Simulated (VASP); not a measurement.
# SnSe4 in VASP: a series of runs

Runs on SnSe4. Level: PBEsol. Tasks: single point.

Everything below comes from runs of VASP 6.6.1. Logs are shortened: lines on timing, memory, paths and dates and some standing lists are left out, and cuts for length are marked.

## Step 1: The cell of the first run

The cell holds a slab with vacuum, 5 atoms: a = 3.819 Å, b = 3.819 Å, c = 24.119 Å, α = 90.00°, β = 90.00°, γ = 120.00°.

## Step 2: Single point, PBEsol

INCAR reads:

```
SYSTEM = SnSe4
ALGO = Normal
DIPOL = 0.5 0.5 0.500
EDIFF = 1E-6
ENCUT = 520
GGA = PS
IDIPOL = 3
ISIF = 2
ISMEAR = 0
LASPH = .True.
LCHARG = .True.
LDIPOL = .True.
LELF = .True.
LREAL = .False.
LVACPOTAV = .True.
LVHAR = .True.
LWAVE = .False.
NBANDS = 27
NELM = 100
PREC = Accurate
SIGMA = 0.05
```

KPOINTS reads:

```
k-points
0
Gamma
  9 9 1
  0 0 0
```

POSCAR reads:

```
SnSe4
1.0
    3.8189235643      0.0000000000      0.0000000000
   -1.9094617822      3.3072848218      0.0000000000
    0.0000000000      0.0000000000     24.1191474567
Se Sn
4 1
Direct
    0.3333333333      0.6666666667      0.3109562647
    0.6666666667      0.3333333333      0.4342432228
    0.3333333333      0.6666666667      0.5657567772
    0.6666666667      0.3333333333      0.6890437353
    0.0000000000      0.0000000000      0.5000000000
```

Potentials or basis: VASP PAW PBE potentials, release 64 (Se, Sn_d).

The run is started by

```console
$ cat potpaw_PBE.64/Se/POTCAR potpaw_PBE.64/Sn_d/POTCAR > POTCAR
$ mpirun -np 1 vasp_std > vasp.out
```

OUTCAR:

```text
SYSTEM = SnSe4
   EDIFF = 1E-6
   ENCUT = 520
   GGA = PS
   ISIF = 2
   ISMEAR = 0
   LASPH = .True.
   LREAL = .False.
   NELM = 100
   PREC = Accurate

 ion  position               nearest neighbor table
   1  0.333  0.667  0.311-
   2  0.667  0.333  0.434-   5 2.72   5 2.72   5 2.72
   3  0.333  0.667  0.566-   5 2.72   5 2.72   5 2.72
   4  0.667  0.333  0.689-
   5  0.000  0.000  0.500-   2 2.72   3 2.72   2 2.72   3 2.72   2 2.72   3 2.72

  LATTYP: Found a hexagonal cell.
 ALAT       =     3.8189235643
 C/A-ratio  =     6.3156926423

  Lattice vectors:

 A1 = (   3.8189235643,   0.0000000000,   0.0000000000)
 A2 = (  -1.9094617822,   3.3072848218,   0.0000000000)
 A3 = (   0.0000000000,   0.0000000000,  24.1191474567)

Analysis of symmetry for initial positions (statically):
=====================================================================
 Subroutine PRICEL returns:
 Original cell was already a primitive cell.

 Routine SETGRP: Setting up the symmetry group for a
 hexagonal supercell.

 Subroutine GETGRP returns: Found 12 space group operations
 (whereof 12 operations were pure point group operations)
 out of a pool of 24 trial point group operations.

The static configuration has the point symmetry D_3d.

Analysis of symmetry for dynamics (positions and initial velocities):
=====================================================================
 Subroutine PRICEL returns:
 Original cell was already a primitive cell.

 Routine SETGRP: Setting up the symmetry group for a
 hexagonal supercell.

 Subroutine GETGRP returns: Found 12 space group operations
 (whereof 12 operations were pure point group operations)
 out of a pool of 24 trial point group operations.

The dynamic configuration has the point symmetry D_3d.

 Subroutine INISYM returns: Found 12 space group operations
 (whereof 12 operations are pure point group operations),
 and found     1 'primitive' translations

----------------------------------------------------------------------------------------

                                     Primitive cell

  volume of cell :     304.6313

  direct lattice vectors                    reciprocal lattice vectors
     3.818923564  0.000000000  0.000000000     0.261853892  0.151181415  0.000000000
    -1.909461782  3.307284822  0.000000000     0.000000000  0.302362831  0.000000000
     0.000000000  0.000000000 24.119147457     0.000000000  0.000000000  0.041460835

  length of vectors
     3.818923564  3.818923564 24.119147457     0.302362831  0.302362831  0.041460835

  position of ions in fractional coordinates (direct lattice)
     0.333333333  0.666666667  0.310956265
     0.666666667  0.333333333  0.434243223
     0.333333333  0.666666667  0.565756777
     0.666666667  0.333333333  0.689043735
     0.000000000  0.000000000  0.500000000

  ion indices of the primitive-cell ions
   primitive index   ion index
                 1           1
                 2           2
                 3           3
                 4           4
                 5           5

----------------------------------------------------------------------------------------

 KPOINTS: k-points

Automatic generation of k-mesh.
 Grid dimensions read from file:
 generate k-points for:    9    9    1

 Generating k-lattice:

  Cartesian coordinates                     Fractional coordinates (reciprocal lattice)
     0.029094877  0.016797935  0.000000000     0.111111111  0.000000000  0.000000000
     0.000000000  0.033595870  0.000000000     0.000000000  0.111111111  0.000000000
     0.000000000  0.000000000  0.041460835     0.000000000  0.000000000  1.000000000

  Length of vectors
     0.033595870  0.033595870  0.041460835

  Shift w.r.t. Gamma in fractional coordinates (k-lattice)
     0.000000000  0.000000000  0.000000000

 Subroutine IBZKPT returns following result:
 ===========================================

 Found     12 irreducible k-points:

 Following reciprocal coordinates:
            Coordinates               Weight
  0.000000  0.000000  0.000000      1.000000
  0.111111  0.000000  0.000000      6.000000
  0.222222  0.000000  0.000000      6.000000
  0.333333  0.000000  0.000000      6.000000
  0.444444  0.000000  0.000000      6.000000
  0.111111  0.111111  0.000000      6.000000
  0.222222  0.111111  0.000000     12.000000
  0.333333  0.111111  0.000000     12.000000
  0.444444  0.111111  0.000000      6.000000
  0.222222  0.222222  0.000000      6.000000
  0.333333  0.222222  0.000000     12.000000
  0.333333  0.333333  0.000000      2.000000
   k-points           NKPTS =     12   k-points in BZ     NKDIM =     12   number of bands    NBANDS=     27
   number of dos      NEDOS =    301   number of ions     NIONS =      5
   total plane-waves  NPLWV = 141120
   dimension x,y,z NGX =    28 NGY =   28 NGZ =  180
   dimension x,y,z NGXF=    56 NGYF=   56 NGZF=  360
   ions per type =               4   1
   NGX,Y,Z   is equivalent  to a cutoff of  12.19, 12.19, 12.41 a.u.
   NGXF,Y,Z  is equivalent  to a cutoff of  24.38, 24.38, 24.81 a.u.
 SYSTEM =  SnSe4
   PREC   = accura    normal or accurate (medium, high low for compatibility)
   ISTART =      0    job   : 0-new  1-cont  2-samecut
   ICHARG =      2    charge: 1-file 2-atom 10-const
   ISPIN  =      1    spin polarized calculation?
   LNONCOLLINEAR =      F non collinear calculations
   LSORBIT =      F    spin-orbit coupling
   LASPH  =      T    aspherical Exc in radial PAW
   ENCUT  =  520.0 eV  38.22 Ry    6.18 a.u.   7.10  7.10 44.85*2*pi/ulx,y,z
   NELM   =    100;   NELMIN=  2; NELMDL= -5     # of ELM steps
   EDIFF  = 0.1E-05   stopping-criterion for ELM
   LREAL  =      F    real-space projection
   EDIFFG = 0.1E-04   stopping-criterion for IOM
   NSW    =      0    number of steps for IOM
   IBRION =     -1    ionic relax: 0-MD 1-quasi-New 2-CG
   NFREE  =      0    steps in history (QN), initial steepest desc. (CG)
   ISIF   =      2    stress and relaxation
   ISYM   =      2    0-nonsym 1-usesym 2-fastsym
   POTIM  = 0.5000    time-step for ionic-motion
   TEBEG  =    0.0;   TEEND  =   0.0 temperature during run
   PSTRESS=    0.0 pullay stress
   NELECT =      38.0000    total number of electrons
   NUPDOWN=      -1.0000    fix difference up-down
   EMIN   =  10.00;   EMAX   =-10.00  energy-range for DOS
   EFERMI =   0.00;   METHOD = LEGACY
   ISMEAR =     0;   SIGMA  =   0.05  broadening in eV -4-tet -1-fermi 0-gaus
   EFERMI_NEDOS =   21; number of points for ismear=-14 and -15
   IALGO  =     38    algorithm
   IMIX   =      4    mixing-type and parameters
     AMIX     =   0.40;   BMIX     =  1.00
     AMIX_MAG =   1.60;   BMIX_MAG =  1.00
  volume/ion in A,a.u.               =      60.93       411.15
  Fermi-wavevector in a.u.,A,eV,Ry     =   0.817983  1.545765  9.103617  0.669097
  Thomas-Fermi vector in A             =   1.928529
   LORBIT       =      0    0 simple, 1 ext, 2 COOP (PROOUT), +10 PAW based schemes
   GGA     = PS    functional components
   LHFCALC =     F    Hartree Fock is set to
   AEXX    =    0.0000 exact exchange contribution
   IVDW    =     0    specifies the selected vdW correction
   LEPSILON=     F    determine dielectric tensor
   LRPA    =     F    only Hartree local field effects (RPA)
 non-spin polarized calculation
 Gauss-broadening in eV      SIGMA  =   0.05
  energy-cutoff  :      520.00
  volume of cell :      304.63
 maximum number of plane-waves:      8235
   NGX = 15   NGY = 15   NGZ = 89

 number of electron      38.0000008 magnetization

 dipolmoment           0.000000      0.000000     -0.000000 electrons x Angstroem

 Free energy of the ion-electron system (eV)
  ---------------------------------------------------
  ext. energy  EPLUGINS =         0.00000000
  ---------------------------------------------------
  free energy    TOTEN  =       -16.18045979 eV

  energy without entropy =      -16.16459100  energy(sigma->0) =      -16.17252539

 E-fermi :  -2.3095     XC(G=0):  -4.8561

 val. band max:       -2.3241806022   @ k =   0.4444   0.1111   0.0000
 cond. band min:      -2.3021688874   @ k =   0.3333   0.3333   0.0000
 fundamental gap:      0.0220117149
 Fermi energy:        -2.3094956079

 k-point     1 :       0.0000    0.0000    0.0000
  band No.  band energies     occupation
      1     -23.6307      2.00000
      2     -23.6307      2.00000
      3     -23.5935      2.00000
      4     -23.5799      2.00000
      5     -23.5799      2.00000
      6     -16.3431      2.00000
[... 19 lines left out ...]
     26       3.5480      0.00000
     27       3.6237      0.00000

 k-point     2 :       0.1111    0.0000    0.0000
  band No.  band energies     occupation
      1     -23.6362      2.00000
      2     -23.6263      2.00000
      3     -23.5901      2.00000
      4     -23.5827      2.00000
      5     -23.5792      2.00000
      6     -16.2245      2.00000
[... 19 lines left out ...]
     26       3.7944      0.00000
     27       3.8306      0.00000

 k-point     3 :       0.2222    0.0000    0.0000
  band No.  band energies     occupation
      1     -23.6520      2.00000
      2     -23.6174      2.00000
      3     -23.5914      2.00000
      4     -23.5783      2.00000
      5     -23.5752      2.00000
      6     -15.8845      2.00000
[... 19 lines left out ...]
     26       3.9244      0.00000
     27       4.2677      0.00000

 k-point     4 :       0.3333    0.0000    0.0000
  band No.  band energies     occupation
      1     -23.6714      2.00000
      2     -23.6118      2.00000
      3     -23.5983      2.00000
      4     -23.5665      2.00000
      5     -23.5661      2.00000
      6     -15.3871      2.00000
[... 19 lines left out ...]
     26       3.4492      0.00000
     27       4.8512      0.00000

 k-point     5 :       0.4444    0.0000    0.0000
  band No.  band energies     occupation
      1     -23.6844      2.00000
      2     -23.6103      2.00000
      3     -23.6025      2.00000
      4     -23.5586      2.00000
      5     -23.5578      2.00000
      6     -14.9073      2.00000
[... 19 lines left out ...]
     26       3.0778      0.00000
     27       4.9609      0.00000

 k-point     6 :       0.1111    0.1111    0.0000
  band No.  band energies     occupation
      1     -23.6453      2.00000
      2     -23.6217      2.00000
      3     -23.5869      2.00000
      4     -23.5851      2.00000
      5     -23.5755      2.00000
      6     -15.9947      2.00000
[... 19 lines left out ...]
     26       4.1455      0.00000
     27       4.1474      0.00000

 k-point     7 :       0.2222    0.1111    0.0000
  band No.  band energies     occupation
      1     -23.6603      2.00000
      2     -23.6176      2.00000
      3     -23.5927      2.00000
      4     -23.5781      2.00000
      5     -23.5655      2.00000
      6     -15.5716      2.00000
[... 19 lines left out ...]
     26       3.8301      0.00000
     27       4.6680      0.00000

 k-point     8 :       0.3333    0.1111    0.0000
  band No.  band energies     occupation
      1     -23.6747      2.00000
      2     -23.6161      2.00000
      3     -23.5976      2.00000
      4     -23.5677      2.00000
      5     -23.5580      2.00000
      6     -15.0611      2.00000
[... 19 lines left out ...]
     26       3.4277      0.00000
     27       5.2480      0.00000

 k-point     9 :       0.4444    0.1111    0.0000
  band No.  band energies     occupation
      1     -23.6805      2.00000
      2     -23.6161      2.00000
      3     -23.5994      2.00000
      4     -23.5598      2.00000
      5     -23.5581      2.00000
      6     -14.7533      2.00000
[... 19 lines left out ...]
     26       3.1733      0.00000
     27       5.3605      0.00000

 k-point    10 :       0.2222    0.2222    0.0000
  band No.  band energies     occupation
      1     -23.6648      2.00000
      2     -23.6239      2.00000
      3     -23.5904      2.00000
      4     -23.5773      2.00000
      5     -23.5579      2.00000
      6     -15.1220      2.00000
[... 19 lines left out ...]
     26       4.3326      0.00000
     27       4.5841      0.00000

 k-point    11 :       0.3333    0.2222    0.0000
  band No.  band energies     occupation
      1     -23.6660      2.00000
      2     -23.6301      2.00000
      3     -23.5895      2.00000
      4     -23.5703      2.00000
      5     -23.5585      2.00000
      6     -14.6932      2.00000
[... 19 lines left out ...]
     26       4.1849      0.00000
     27       5.3538      0.00000

 k-point    12 :       0.3333    0.3333    0.0000
  band No.  band energies     occupation
      1     -23.6489      2.00000
      2     -23.6489      2.00000
      3     -23.5777      2.00000
      4     -23.5777      2.00000
      5     -23.5613      2.00000
      6     -14.4243      2.00000
[... 19 lines left out ...]
     26       5.1595      0.00000
     27       5.6598      0.00000

------------------------ aborting loop because EDIFF is reached ----------------------------------------

  FORCE on cell =-STRESS in cart. coord.  units (eV):
  Direction    XX          YY          ZZ          XY          YZ          ZX
  --------------------------------------------------------------------------------------
  -------------------------------------------------------------------------------------
  Total       -5.2105281     -5.2105281     -2.2671006      0.0000000     -0.0000000      0.0000000
  in kB      -27.4042426    -27.4042426    -11.9235851      0.0000000     -0.0000000      0.0000000
  external PRESSURE =     -22.2440235 kB  Pullay stress =       0.0000000 kB

 VOLUME and BASIS-vectors are now :
 -----------------------------------------------------------------------------
  energy-cutoff  :      520.00
  volume of cell :      304.63
      direct lattice vectors                 reciprocal lattice vectors
     3.818923564  0.000000000  0.000000000     0.261853892  0.151181415  0.000000000
    -1.909461782  3.307284822  0.000000000     0.000000000  0.302362831  0.000000000
     0.000000000  0.000000000 24.119147457     0.000000000  0.000000000  0.041460835

 POSITION                                       TOTAL-FORCE (eV/Angst)
 -----------------------------------------------------------------------------------
     -0.00000      2.20486      7.50000         0.000000     -0.000000      0.419787
      1.90946      1.10243     10.47358        -0.000000      0.000000     -0.495810
     -0.00000      2.20486     13.64557         0.000000      0.000000      0.495810
      1.90946      1.10243     16.61915        -0.000000      0.000000     -0.419787
      0.00000      0.00000     12.05957        -0.000000      0.000000      0.000000
 -----------------------------------------------------------------------------------
    total drift:                                0.000000     -0.000000      0.000000

  FREE ENERGIE OF THE ION-ELECTRON SYSTEM (eV)
  ---------------------------------------------------
  free  energy   TOTEN  =       -16.1804597882 eV

  energy  without entropy=      -16.1645910001  energy(sigma->0) =      -16.17252539

 vacuum level on the upper side and lower side of the slab         4.192         4.192
```

It took 2.6 min on 1 thread of Intel Xeon 8259CL, shared host; peak memory 0.39 GiB.

Results:

```yaml
Free_energy: -16.1805 eV
Largest_force: 0.496 eV/Å
Band_gap_on_the_k_mesh: zero (bands 19 and 20 overlap by 1.06 eV)
```

Forces in eV/Å, atoms in the order of the input:
```
Se   0.000  0.000  0.420
Se   0.000  0.000 -0.496
Se   0.000  0.000  0.496
Se   0.000  0.000 -0.420
Sn   0.000  0.000  0.000
```

Levels at points of the mesh, in eV from the Fermi level:
```
           k point  band 17  band 18  band 19  band 20  band 21  band 22
(0.00, 0.00, 0.00)    -0.06     0.86     0.86     0.87     0.87     1.67
```

Caveat: the PAW data sets were made with another functional, which shifts forces and pressure a little; spin-orbit coupling is left out, which moves the levels of the heavy elements.

(Part 1 of 2 ends here.)
